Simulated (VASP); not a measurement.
Sn: single point with PBEsol

Sn:

```
Sn
1.0
    -1.84253    1.85088    1.83529
     1.81460   -1.91973    1.87621
     1.89009    1.96730   -1.90414
Sn
1
Direct
  0.00000 0.00000 0.00000
```

```json
{
  "Program": "VASP 6.6.1",
  "Task": "single point",
  "Functional": "PBEsol",
  "Potentials or basis": "VASP PAW PBE potentials, release 64 (Sn_d)",
  "Cutoff": "520 eV",
  "k mesh": "12 × 12 × 12",
  "Occupations": "gaussian, width 0.15 eV",
  "Spin": "no spin polarisation",
  "Dipole correction": "no",
  "Further INCAR settings": "ALGO = Fast; EDIFF = 1e-07; NBANDS = 13"
}
```

```json
{
  "Pressure": "-0.2 GPa",
  "Band gap on the k mesh": "zero (band 7 reaches 16.09 eV, above the bottom of band 8 at 5.76 eV)"
}
```

Stress tensor (GPa, compression positive):
```
-0.22 -0.33 -0.11
-0.33 -0.34  0.65
-0.11  0.65 -0.18
```

Levels at points of the mesh, in eV from the Fermi level:
| k point | band 4 | band 5 | band 6 | band 7 | band 8 | band 9 | band 10 | band 11 |
| --- | --- | --- | --- | --- | --- | --- | --- | --- |
| (0.00, 0.00, 0.00) | -21.32 | -21.31 | -11.36 | 7.73 | 8.36 | 8.60 | 11.97 | 12.32 |
| (0.50, 0.00, 0.00) | -21.33 | -21.21 | -6.23 | -4.56 | 3.51 | 5.70 | 7.80 | 8.73 |
| (0.00, 0.50, 0.00) | -21.32 | -21.21 | -6.22 | -4.51 | 3.19 | 5.37 | 7.25 | 8.57 |
| (0.50, 0.50, 0.00) | -21.32 | -21.21 | -6.32 | -4.58 | 3.53 | 5.76 | 7.74 | 8.87 |
| (0.00, 0.00, 0.50) | -21.32 | -21.23 | -6.72 | -4.69 | 4.02 | 5.83 | 8.34 | 8.81 |
| (0.50, 0.00, 0.50) | -21.31 | -21.22 | -6.44 | -4.59 | 3.60 | 5.29 | 7.93 | 8.21 |
| (0.00, 0.50, 0.50) | -21.31 | -21.24 | -6.82 | -4.72 | 4.14 | 5.88 | 8.55 | 8.78 |
| (0.50, 0.50, 0.50) | -21.23 | -21.23 | -2.30 | -0.94 | -0.39 | -0.20 | 3.74 | 3.98 |

It took 3 min on 1 thread of Intel Xeon 6975P-C, with other jobs on the host, peak memory 0.37 GiB.

Caveat: the PAW data sets were made with another functional, which shifts forces and pressure a little; spin-orbit coupling is left out, which moves the levels of the heavy elements.
